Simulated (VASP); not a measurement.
TiPt3:

```
Pt Ti
1.0
     3.81745    0.00000    0.00000
     0.00000    3.81745    0.00000
     0.00000    0.00000    3.81745
Pt Ti
3 1
Cartesian
  1.9087 1.9087 0.0000
  1.9087 0.0000 1.9087
  0.0000 1.9087 1.9087
  0.0000 0.0000 0.0000
```

This cell differs from its parent crystal: volume scaled by 0.94.

Base run:

```yaml
Program: VASP 6.6.1
Functional: PBEsol
Potentials_or_basis: VASP PAW PBE potentials, release 64 (Pt, Ti_sv)
Cutoff: 520 eV
k_mesh: 7 × 7 × 7
Occupations: fermi-dirac, width 0.05 eV
Spin: no spin polarisation
```

Its results: band gap on the k mesh zero (band 21 reaches 14.39 eV, above the bottom of band 22 at 12.72 eV); pressure 19.6 GPa.

Question: The run is repeated on the same cell with these changes: functional from PBEsol to LDA; potentials or basis from VASP PAW PBE potentials, release 64 (Pt, Ti_sv) to VASP PAW LDA potentials, release 64 (Pt, Ti_sv). What comes out?

Answer: Band gap on the k mesh zero (band 21 reaches 14.42 eV, above the bottom of band 22 at 12.72 eV); pressure 14.6 GPa.

Caveats: spin-orbit coupling is left out, which moves the levels of the heavy elements; the PAW data sets were made with another functional, which shifts forces and pressure a little (some runs).
